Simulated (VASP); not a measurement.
# Na2TeP2 (I4/mmm) in VASP: a series of runs, part 2 of 2

VASP 6.6.1.

## (3) Single point, PBE

This run uses another cell than the first one, of 22.38 Å³/atom, 1.011 times its volume.

The input, INCAR:

```
SYSTEM = Na2TeP2
ALGO = Normal ; EDIFF = 1E-7
ENCUT = 520 ; GGA = PE
ISIF = 2 ; ISMEAR = 0
LASPH = .TRUE. ; LCHARG = .FALSE.
LREAL = .FALSE. ; LWAVE = .FALSE.
NBANDS = 23 ; NELM = 100
PREC = Accurate ; SIGMA = 0.1
```

The input, KPOINTS:

```
k-points
0
G
  6 6 6
  0 0 0
```

The input, POSCAR:

```
Na2TeP2
1.0
   -2.2719591500      2.2719591500      5.4195414500
    2.2719591500     -2.2719591500      5.4195414500
    2.2719591500      2.2719591500     -5.4195414500
Na Te P
2 1 2
Direct
    0.3697126200      0.3697126200      0.0000000000
    0.6302873800      0.6302873800      0.0000000000
    0.0000000000      0.0000000000      0.0000000000
    0.7500000000      0.2500000000      0.5000000000
    0.2500000000      0.7500000000      0.5000000000
```

Potentials or basis: VASP PAW PBE potentials, release 64 (Na_pv, Te, P).

Command:

```
$ cat potpaw_PBE.64/Na_pv/POTCAR potpaw_PBE.64/Te/POTCAR potpaw_PBE.64/P/POTCAR > POTCAR
$ mpirun -np 1 vasp_std > vasp.out
```

OUTCAR:

```text
SYSTEM = Na2TeP2
   EDIFF = 1E-7
   ENCUT = 520
   GGA = PE
   ISIF = 2
   ISMEAR = 0
   LASPH = .TRUE.
   LREAL = .FALSE.
   NELM = 100
   PREC = Accurate

 ion  position               nearest neighbor table
   1  0.370  0.370  0.000-   4 2.62   5 2.62   5 2.62   4 2.62
   2  0.630  0.630  0.000-   5 2.62   4 2.62   4 2.62   5 2.62
   3  0.000  0.000  0.000-
   4  0.750  0.250  0.500-   1 2.62   2 2.62   1 2.62   2 2.62
   5  0.250  0.750  0.500-   1 2.62   2 2.62   1 2.62   2 2.62

  LATTYP: Found a body centered tetragonal cell.
 ALAT       =     4.5439183000
 C/A-ratio  =     2.3854044427

  Lattice vectors:

 A1 = (  -2.2719591500,   2.2719591500,   5.4195414500)
 A2 = (   2.2719591500,  -2.2719591500,   5.4195414500)
 A3 = (   2.2719591500,   2.2719591500,  -5.4195414500)

Analysis of symmetry for initial positions (statically):
=====================================================================
 Subroutine PRICEL returns:
 Original cell was already a primitive cell.

[... 169 lines left out ...]
  ext. energy  EPLUGINS =         0.00000000
  ---------------------------------------------------
  free energy    TOTEN  =       -14.13609977 eV

  energy without entropy =      -14.10974421  energy(sigma->0) =      -14.12292199

 E-fermi :   4.1253     XC(G=0):  -9.2018

 val. band max:        4.1228079178   @ k =  -0.3333   0.5000   0.1667
 cond. band min:       4.1368320068   @ k =  -0.3333   0.5000   0.3333
 fundamental gap:      0.0140240890
 Fermi energy:         4.1252823059

 k-point     1 :       0.0000    0.0000    0.0000
  band No.  band energies     occupation
      1     -19.6503      2.00000
      2     -19.5175      2.00000
      3     -19.5175      2.00000
      4     -19.5133      2.00000
      5     -19.5082      2.00000
      6     -19.5082      2.00000
[... 613 lines left out ...]
     22      10.5690      0.00000
     23      11.1268      0.00000

 [... further k-points ...]
[... 5 lines left out ...]
  --------------------------------------------------------------------------------------
  -------------------------------------------------------------------------------------
  Total        1.0378569      1.0378569      2.9221357      0.0000000      0.0000000      0.0000000
  in kB       14.8601944     14.8601944     41.8395880      0.0000000      0.0000000      0.0000000
  external PRESSURE =      23.8533256 kB  Pullay stress =       0.0000000 kB

 VOLUME and BASIS-vectors are now :
 -----------------------------------------------------------------------------
  energy-cutoff  :      520.00
  volume of cell :      111.90
      direct lattice vectors                 reciprocal lattice vectors
    -2.271959150  2.271959150  5.419541450     0.000000000  0.220074379  0.092258728
     2.271959150 -2.271959150  5.419541450     0.220074379  0.000000000  0.092258728
     2.271959150  2.271959150 -5.419541450     0.220074379  0.220074379  0.000000000

 POSITION                                       TOTAL-FORCE (eV/Angst)
 -----------------------------------------------------------------------------------
      0.00000      0.00000      4.00735         0.000000      0.000000      1.015075
      0.00000      0.00000      6.83174         0.000000      0.000000     -1.015075
      0.00000      0.00000      0.00000        -0.000000     -0.000000      0.000000
      0.00000      2.27196      2.70977        -0.000000     -0.000000      0.000000
      2.27196      0.00000      2.70977        -0.000000     -0.000000      0.000000
 -----------------------------------------------------------------------------------
    total drift:                                0.000000      0.000000      0.000000

  FREE ENERGIE OF THE ION-ELECTRON SYSTEM (eV)
  ---------------------------------------------------
  free  energy   TOTEN  =       -14.1360997733 eV

  energy  without entropy=      -14.1097442101  energy(sigma->0) =      -14.12292199
```

OSZICAR:

```text
N       E                     dE             d eps       ncg     rms          rms(c)
DAV:   1     0.215936911938E+03    0.21594E+03   -0.13684E+04  1380   0.127E+03
DAV:   2     0.306244231104E+01   -0.21287E+03   -0.20355E+03  1458   0.324E+02
DAV:   3    -0.139956681765E+02   -0.17058E+02   -0.16389E+02  1710   0.920E+01
DAV:   4    -0.145490595404E+02   -0.55339E+00   -0.54877E+00  1639   0.165E+01
DAV:   5    -0.145673950142E+02   -0.18335E-01   -0.18331E-01  2141   0.305E+00    0.459E+00
DAV:   6    -0.142273256804E+02    0.34007E+00   -0.22421E+00  1729   0.490E+00    0.283E+00
DAV:   7    -0.141504767238E+02    0.76849E-01   -0.31381E-01  1646   0.225E+00    0.237E+00
DAV:   8    -0.141405350902E+02    0.99416E-02   -0.87481E-02  1747   0.136E+00    0.438E-01
DAV:   9    -0.141358563616E+02    0.46787E-02   -0.18324E-02  1730   0.615E-01    0.273E-01
DAV:  10    -0.141360875503E+02   -0.23119E-03   -0.16838E-03  1688   0.205E-01    0.773E-02
DAV:  11    -0.141361023740E+02   -0.14824E-04   -0.22584E-04  1843   0.711E-02    0.383E-02
DAV:  12    -0.141361020440E+02    0.32999E-06   -0.27908E-05  1737   0.284E-02    0.274E-02
DAV:  13    -0.141361000587E+02    0.19853E-05   -0.37145E-06  1846   0.906E-03    0.744E-03
DAV:  14    -0.141360997636E+02    0.29509E-06   -0.10149E-06  1840   0.380E-03    0.120E-03
DAV:  15    -0.141360997733E+02   -0.97366E-08   -0.16975E-07  1422   0.168E-03
   1 F= -.14136100E+02 E0= -.14122922E+02  d E =-.263556E-01
```

stdout:

```text
POSCAR found type information on POSCAR NaTeP
 POSCAR found :  3 types and       5 ions
 scaLAPACK will be used
 LDA part: xc-table for (Slater+PW92), standard interpolation
 POSCAR, INCAR and KPOINTS ok, starting setup
 FFT: planning ... GRIDC
 FFT: planning ... GRID_SOFT
 FFT: planning ... GRID
 WAVECAR not read
 entering main loop
```

It took 83 s on 1 thread of Intel Xeon Platinum 8375C at 2.90GHz (Ice Lake), shared host; peak memory 0.35 GiB.

Results:

```yaml
Free_energy: -14.1361 eV
Pressure: 2.4 GPa
Largest_force: 1.015 eV/Å
Band_gap_on_the_k_mesh: zero (band 15 reaches 4.79 eV, above the bottom of band 16 at 3.81 eV)
```

Forces in eV/Å, atoms in the order of the input:
```
Na   0.000  0.000  1.015
Na   0.000  0.000 -1.015
Te   0.000  0.000  0.000
P    0.000  0.000  0.000
P    0.000  0.000  0.000
```

Stress tensor (GPa, compression positive):
```
1.49 0.00 0.00
0.00 1.49 0.00
0.00 0.00 4.18
```

Caveat: spin-orbit coupling is left out, which moves the levels of the heavy elements; forces of over 1 eV/Å act on the atoms, so gaps and moduli don't describe the material at rest.

## (4) Relaxation of cell and atoms, PBE

This run uses another cell than the first one, of 22.38 Å³/atom, 1.011 times its volume.

The input, INCAR:

```
SYSTEM = Na2TeP2
  PREC = Accurate
  ENCUT = 600
  EDIFF = 1E-6
  ISMEAR = 0
  SIGMA = 0.1
  LREAL = .FALSE.
  LASPH = .TRUE.
  NELM = 100
  ALGO = Normal
  ISIF = 3
  LWAVE = .FALSE.
  LCHARG = .FALSE.
  GGA = PE
  IBRION = 2
  NSW = 90
  EDIFFG = -0.04
```

The input, KPOINTS:

```
regular mesh
0
G
  6 6 6
  0 0 0
```

POSCAR is that of step 3.

Command:

```
$ cat potpaw_PBE.64/Na_pv/POTCAR potpaw_PBE.64/Te/POTCAR potpaw_PBE.64/P/POTCAR > POTCAR
$ mpirun -np 1 vasp_std > vasp.out
```

Wall time 32 min (1 thread of Intel Xeon Platinum 8375C at 2.90GHz (Ice Lake), shared host); peak memory 0.45 GiB.

The run converged. Its results:

| Property | Result |
| --- | --- |
| Free energy | -17.9344 eV |
| Relaxed volume | 21.76 Å³/atom |
| Relaxed cell | a = 9.408 Å, b = 9.408 Å, c = 9.408 Å, α = 158.80°, β = 158.80°, γ = 30.15° |
| Space group after relaxing (to 0.05 Å) | I4/mmm (No. 139) |
| Energy gained by relaxing | 759.7 meV/atom |
| Ionic steps | 29 |
| Pressure after relaxing | 0.1 GPa |
| Largest force after relaxing | 0.035 eV/Å |
| Band gap on the k mesh | zero (band 15 reaches 5.78 eV, above the bottom of band 16 at 3.68 eV) |

Forces on the atoms (eV/Å):
```
Na   0.000  0.000  0.035
Na   0.000  0.000 -0.035
Te   0.000  0.000  0.000
P    0.000  0.000  0.000
P    0.000  0.000  0.000
```

Stress tensor (GPa, compression positive):
```
0.13 0.00 0.00
0.00 0.13 0.00
0.00 0.00 0.02
```

The path:
| step | energy change (eV) | largest force (eV/Å) | pressure (GPa) | volume (Å³) |
| --- | --- | --- | --- | --- |
| 1 | 0.0000 | 1.0149 | 2.39 | 111.90 |
| 2 | -0.1526 | 0.6778 | 0.04 | 117.37 |
| 3 | -0.2138 | 0.3235 | -2.08 | 123.99 |
| 4 | -0.3530 | 0.2934 | -2.37 | 123.76 |
| 5 | -0.8106 | 0.0659 | -3.02 | 122.38 |
| 6 | -1.7227 | 1.1197 | -2.50 | 116.87 |
| 7 | 2.5767 | 7.2939 | 31.76 | 97.12 |
| 8 | -1.5528 | 2.0032 | -1.04 | 115.25 |
| 9 | -1.5691 | 2.2525 | -0.13 | 114.17 |
| 10 | -1.6832 | 2.3318 | 0.45 | 113.99 |
| 11 | -1.9238 | 2.5383 | 2.57 | 112.98 |
| 12 | -1.2896 | 3.2044 | 11.10 | 108.94 |
| 13 | -1.8960 | 2.6744 | 3.76 | 112.46 |
| 14 | -2.0812 | 2.4444 | 3.23 | 114.06 |
| 15 | -2.5083 | 1.8775 | 1.66 | 118.76 |
| 16 | -2.7948 | 1.0784 | -1.47 | 127.71 |
| 17 | -2.8028 | 1.2083 | -0.78 | 125.80 |
| 18 | -2.8931 | 1.2060 | -0.81 | 124.66 |
| 19 | -3.1248 | 1.1248 | -0.93 | 121.20 |
| 20 | -3.3800 | 0.7610 | -0.72 | 114.13 |
| 21 | -3.3854 | 0.6238 | -0.46 | 111.84 |
| 22 | -3.5118 | 0.4812 | 0.28 | 109.48 |
| 23 | -3.6555 | 0.1367 | 2.13 | 104.35 |
| 24 | -3.6612 | 0.0438 | 2.90 | 102.67 |
| 25 | -3.7875 | 0.0723 | 0.65 | 107.60 |
| 26 | -3.7962 | 0.0771 | -0.26 | 109.82 |
| 27 | -3.7968 | 0.0776 | -0.09 | 109.39 |
| 28 | -3.7979 | 0.0550 | 0.00 | 109.07 |
| 29 | -3.7983 | 0.0348 | 0.09 | 108.79 |

Final structure:
```cif
data_structure
_symmetry_space_group_name_H-M 'P 1'
_symmetry_Int_Tables_number 1
_cell_length_a 9.4078
_cell_length_b 9.4078
_cell_length_c 9.4078
_cell_angle_alpha 158.803
_cell_angle_beta 158.803
_cell_angle_gamma 30.153
_cell_volume 108.79
loop_
_atom_site_label
_atom_site_type_symbol
_atom_site_fract_x
_atom_site_fract_y
_atom_site_fract_z
_atom_site_occupancy
Na1 Na 0.38431 0.38431 0.00000 1
Na2 Na 0.61569 0.61569 0.00000 1
Te1 Te 0.00000 0.00000 0.00000 1
P1 P 0.75000 0.25000 0.50000 1
P2 P 0.25000 0.75000 0.50000 1
```

Levels at points of the mesh, in eV from the Fermi level:
```
           k point  band 11  band 12  band 13  band 14  band 15  band 16  band 17  band 18
(0.00, 0.00, 0.00)    -3.12    -3.12    -2.87     1.06     1.06     1.21     2.74     3.11
(0.50, 0.00, 0.00)    -2.39    -2.04    -1.50    -0.38    -0.38     1.67     1.69     2.04
(0.50, 0.50, 0.00)    -6.45    -3.20    -3.19    -0.77    -0.77    -0.73     2.54     3.78
(0.50, 0.50, 0.50)    -3.49    -3.12    -3.12     1.06     1.06     2.76     3.00     3.21
```

Caveat: spin-orbit coupling is left out, which moves the levels of the heavy elements.

## (5) Overview

```csv
task,cell,cutoff (eV),gap on the mesh (eV),pressure (GPa),largest force (eV/Å)
single point,"a = 9.540 Å, angles 159.1, 159.1, 29.8°, 5 atoms",520,none,0.0,0.01
single point,"a = 6.300 Å, angles 137.7, 137.7, 61.3°, 5 atoms",520,none,2.4,1.02
relaxation of cell and atoms,"relaxed from a = 6.300 Å, angles 137.7, 137.7, 61.3°, 5 atoms",600,none,0.1,0.03
```

Alike in all rows: level PBE; potentials or basis VASP PAW PBE potentials, release 64 (Na_pv, Te, P); no spin polarisation; k mesh 6 × 6 × 6; smearing gaussian 0.1 eV.

Caveats: some runs use coarse meshes; spin-orbit coupling is left out, which moves the levels of the heavy elements; forces of over 1 eV/Å act on the atoms, so gaps and moduli don't describe the material at rest (some runs).

Total energies depend on the potentials used, so only differences within one code and one set of settings carry meaning.
